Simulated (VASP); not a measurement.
# Au (Fmmm) in VASP: single point with PBEsol

Aim: the single point of Au with PBEsol.

Program: VASP 6.6.1. These are calculated values, not measurements. Logs are shortened: lines on timing, memory, paths and dates and some standing lists are left out, and cuts for length are marked.

## Step 1: The cell of the first run

The structure is orthorhombic, space group Fmmm (No. 69). The conventional cell has a = 3.315 Å, b = 4.646 Å, c = 4.728 Å, α = 90.00°, β = 90.00°, γ = 90.00°. Within 3.8 Å of Au (site symmetry mmm) lie 14 Au at 2.85 to 3.31 Å.

This isn't the form of Au at room conditions, which is fcc.

## Step 2: Single point, PBEsol (strain +0.0175 x Voigt [0, 0, 0, 1, 0, 0])

Contents of INCAR:

```
SYSTEM = Au
PREC     = Accurate       ! precision mode
ENCUT    = 520            ! plane-wave cutoff, eV
EDIFF    = 1E-6           ! SCF threshold, eV
ISMEAR   = 0              ! smearing method
SIGMA    = 0.15           ! smearing width, eV
LREAL    = .FALSE.        ! projectors in reciprocal space
LASPH    = .TRUE.         ! aspherical terms in the spheres
NELM     = 100            ! most SCF steps
ALGO     = Fast           ! electronic algorithm
ISIF     = 2              ! what is computed and relaxed
LWAVE    = .FALSE.        ! write WAVECAR
LCHARG   = .FALSE.        ! write CHGCAR
GGA      = PS             ! functional
NBANDS   = 12             ! bands
```

Contents of KPOINTS:

```
Automatic mesh
0
G
  20 20 20
  0 0 0
```

Contents of POSCAR:

```
Au
1.0
   -1.6572690000      1.6717701038      1.6717701038
    1.6572690000     -1.6427678962      1.6427678962
    1.6572690000      1.6427678962     -1.6427678962
Au
1
Direct
    0.0000000000      0.0000000000      0.0000000000
```

Potentials or basis: VASP PAW PBE potentials, release 64 (Au).

Run with:

```bash
$ cat potpaw_PBE.64/Au/POTCAR > POTCAR
$ mpirun -np 1 vasp_std > vasp.out
```

OUTCAR:

```text
SYSTEM = Au
   PREC = Accurate
   ENCUT = 520
   EDIFF = 1E-6
   ISMEAR = 0
   LREAL = .FALSE.
   LASPH = .TRUE.
   NELM = 100
   ISIF = 2
   GGA = PS

 ion  position               nearest neighbor table
   1  0.000  0.000  0.000-

  LATTYP: Found a face centered orthorhombic cell.
 ALAT       =     3.3145380000
 B/A-ratio  =     1.4018391937
 C/A-ratio  =     1.4265879311

  Lattice vectors:

 A1 = (   0.0000000000,   3.3145380000,   0.0290022076)
 A2 = (   1.6572690000,   1.6717701038,   1.6717701038)
 A3 = (   1.6572690000,   1.6427678962,  -1.6427678962)

Analysis of symmetry for initial positions (statically):
=====================================================================
 Subroutine PRICEL returns:
 Original cell was already a primitive cell.

 Routine SETGRP: Setting up the symmetry group for a
 face centered orthorhombic supercell.

 Subroutine GETGRP returns: Found  8 space group operations
 (whereof  8 operations were pure point group operations)
 out of a pool of  8 trial point group operations.

The static configuration has the point symmetry D_2h.

Analysis of symmetry for dynamics (positions and initial velocities):
=====================================================================
 Subroutine PRICEL returns:
 Original cell was already a primitive cell.

 Routine SETGRP: Setting up the symmetry group for a
 face centered orthorhombic supercell.

 Subroutine GETGRP returns: Found  8 space group operations
 (whereof  8 operations were pure point group operations)
 out of a pool of  8 trial point group operations.

The dynamic configuration has the point symmetry D_2h.

 Subroutine INISYM returns: Found  8 space group operations
 (whereof  8 operations are pure point group operations),
 and found     1 'primitive' translations

----------------------------------------------------------------------------------------

                                     Primitive cell

  volume of cell :      18.2056

  direct lattice vectors                    reciprocal lattice vectors
    -1.657269000  1.671770104  1.671770104     0.000000000  0.299084186  0.299084186
     1.657269000 -1.642767896  1.642767896     0.301701172 -0.002640087  0.301724273
     1.657269000  1.642767896 -1.642767896     0.301701172  0.301724273 -0.002640087

  length of vectors
     2.887242819  2.853754240  2.853754240     0.422968912  0.426694392  0.426694392
[... 85 lines left out ...]
   ISIF   =      2    stress and relaxation
   ISYM   =      2    0-nonsym 1-usesym 2-fastsym
   POTIM  = 0.5000    time-step for ionic-motion
   TEBEG  =    0.0;   TEEND  =   0.0 temperature during run
   PSTRESS=    0.0 pullay stress
   NELECT =      11.0000    total number of electrons
   NUPDOWN=      -1.0000    fix difference up-down
   EMIN   =  10.00;   EMAX   =-10.00  energy-range for DOS
   EFERMI =   0.00;   METHOD = LEGACY
   ISMEAR =     0;   SIGMA  =   0.15  broadening in eV -4-tet -1-fermi 0-gaus
   EFERMI_NEDOS =   21; number of points for ismear=-14 and -15
   IALGO  =     68    algorithm
   IMIX   =      4    mixing-type and parameters
     AMIX     =   0.40;   BMIX     =  1.00
     AMIX_MAG =   1.60;   BMIX_MAG =  1.00
  volume/ion in A,a.u.               =      18.21       122.86
  Fermi-wavevector in a.u.,A,eV,Ry     =   1.384003  2.615387 26.061487  1.915465
  Thomas-Fermi vector in A             =   2.508548
   LORBIT       =      0    0 simple, 1 ext, 2 COOP (PROOUT), +10 PAW based schemes
   GGA     = PS    functional components
   LHFCALC =     F    Hartree Fock is set to
   AEXX    =    0.0000 exact exchange contribution
   IVDW    =     0    specifies the selected vdW correction
   LEPSILON=     F    determine dielectric tensor
   LRPA    =     F    only Hartree local field effects (RPA)
 non-spin polarized calculation
 RMM-DIIS sequential band-by-band and
 Gauss-broadening in eV      SIGMA  =   0.15
  energy-cutoff  :      520.00
  volume of cell :       18.21
 maximum number of plane-waves:       509
 NGX is ok and might be reduce to    24
   NGX = 11   NGY = 11   NGZ = 11

 number of electron      10.9999999 magnetization

 Free energy of the ion-electron system (eV)
  ---------------------------------------------------
  ext. energy  EPLUGINS =         0.00000000
  ---------------------------------------------------
  free energy    TOTEN  =        -3.86647705 eV

  energy without entropy =       -3.86361222  energy(sigma->0) =       -3.86504463

 E-fermi :   8.2289     XC(G=0): -12.4988

 val. band max:        8.2255780726   @ k =   0.0500   0.5000   0.0500
 cond. band min:       8.2541886216   @ k =   0.4000   0.1000   0.0000
 fundamental gap:      0.0286105489
 Fermi energy:         8.2288677147

 k-point     1 :       0.0000    0.0000    0.0000
  band No.  band energies     occupation
      1      -1.0146      2.00000
      2       3.6108      2.00000
      3       3.7020      2.00000
      4       3.7990      2.00000
      5       5.4614      2.00000
      6       5.4647      2.00000
      7      24.5371      0.00000
      8      24.6888      0.00000
      9      24.8252      0.00000
     10      31.0834      0.00000
     11      31.3343      0.00000
     12      31.6150      0.00000
[... 331 lines left out ...]
 k-point    24 :       0.1000    0.1000    0.0000
  band No.  band energies     occupation
      1      -0.0379      2.00000
      2       3.4335      2.00000
      3       3.5883      2.00000
      4       4.4937      2.00000
      5       5.2062      2.00000
      6       5.5265      2.00000
      7      23.3788      0.00000
      8      23.6823      0.00000
      9      25.6081      0.00000
     10      26.3029      0.00000
     11      28.6933      0.00000
     12      30.0180      0.00000

 [... further k-points ...]

------------------------ aborting loop because EDIFF is reached ----------------------------------------

  FORCE on cell =-STRESS in cart. coord.  units (eV):
  Direction    XX          YY          ZZ          XY          YZ          ZX
  --------------------------------------------------------------------------------------
  -------------------------------------------------------------------------------------
  Total       -1.0793703     -1.0821063     -1.0821063     -0.0000000     -0.0969880     -0.0000000
  in kB      -94.9894340    -95.2302115    -95.2302115     -0.0000000     -8.5353823     -0.0000000
  external PRESSURE =     -95.1499523 kB  Pullay stress =       0.0000000 kB

 VOLUME and BASIS-vectors are now :
 -----------------------------------------------------------------------------
  energy-cutoff  :      520.00
  volume of cell :       18.21
      direct lattice vectors                 reciprocal lattice vectors
    -1.657269000  1.671770104  1.671770104     0.000000000  0.299084186  0.299084186
     1.657269000 -1.642767896  1.642767896     0.301701172 -0.002640087  0.301724273
     1.657269000  1.642767896 -1.642767896     0.301701172  0.301724273 -0.002640087

 POSITION                                       TOTAL-FORCE (eV/Angst)
 -----------------------------------------------------------------------------------
      0.00000      0.00000      0.00000        -0.000000     -0.000000      0.000000
 -----------------------------------------------------------------------------------
    total drift:                                0.000000      0.000000      0.000000

  FREE ENERGIE OF THE ION-ELECTRON SYSTEM (eV)
  ---------------------------------------------------
  free  energy   TOTEN  =        -3.8664770458 eV

  energy  without entropy=       -3.8636122160  energy(sigma->0) =       -3.86504463
```

OSZICAR:

```text
N       E                     dE             d eps       ncg     rms          rms(c)
DAV:   1     0.479845186557E+02    0.47985E+02   -0.55523E+03 29296   0.810E+02
DAV:   2    -0.352765352135E+01   -0.51512E+02   -0.48565E+02 33120   0.183E+02
DAV:   3    -0.421263345878E+01   -0.68498E+00   -0.68436E+00 33096   0.204E+01
DAV:   4    -0.421493223111E+01   -0.22988E-02   -0.22987E-02 32020   0.136E+00
DAV:   5    -0.421494965108E+01   -0.17420E-04   -0.17419E-04 33040   0.114E-01    0.761E+00
RMM:   6    -0.388657077326E+01    0.32838E+00   -0.41317E-01 28027   0.526E+00    0.486E+00
RMM:   7    -0.386911757237E+01    0.17453E-01   -0.34386E-02 29842   0.172E+00    0.267E+00
RMM:   8    -0.386655309200E+01    0.25645E-02   -0.31587E-03 31128   0.488E-01    0.415E-01
RMM:   9    -0.386647461085E+01    0.78481E-04   -0.52507E-04 32564   0.192E-01    0.993E-02
RMM:  10    -0.386647749226E+01   -0.28814E-05   -0.72551E-05 32354   0.652E-02    0.613E-02
RMM:  11    -0.386647695132E+01    0.54093E-06   -0.12120E-05 31258   0.243E-02    0.108E-02
RMM:  12    -0.386647704577E+01   -0.94445E-07   -0.16030E-06 25238   0.814E-03
   1 F= -.38664770E+01 E0= -.38650446E+01  d E =-.286483E-02
```

stdout:

```text
POSCAR found type information on POSCAR Au
 POSCAR found :  1 types and       1 ions
 scaLAPACK will be used
 -----------------------------------------------------------------------------
|                                                                             |
|                                                                             |
|     You enforced a specific xc type in the INCAR file but a different       |
|     I HOPE YOU KNOW WHAT YOU ARE DOING!                                     |
|                                                                             |
 -----------------------------------------------------------------------------

 LDA part: xc-table for (Slater+PW92), standard interpolation
 POSCAR, INCAR and KPOINTS ok, starting setup
 FFT: planning ... GRIDC
 FFT: planning ... GRID_SOFT
 FFT: planning ... GRID
 WAVECAR not read
 entering main loop
```

It took 4.4 min on 1 thread of Intel Xeon 8259CL, shared host; peak memory 0.35 GiB.

What came out:

- Free energy: -3.8665 eV
- Pressure: -9.5 GPa
- Band gap on the k mesh: zero (an odd number of electrons rules out a gap without spin polarisation)

Caveat: the cell differs from its parent crystal (strain +0.0175 x Voigt [0, 0, 0, 1, 0, 0]); the cell stands under tension; the PAW data sets were made with another functional, which shifts forces and pressure a little; spin-orbit coupling is left out, which moves the levels of the heavy elements.
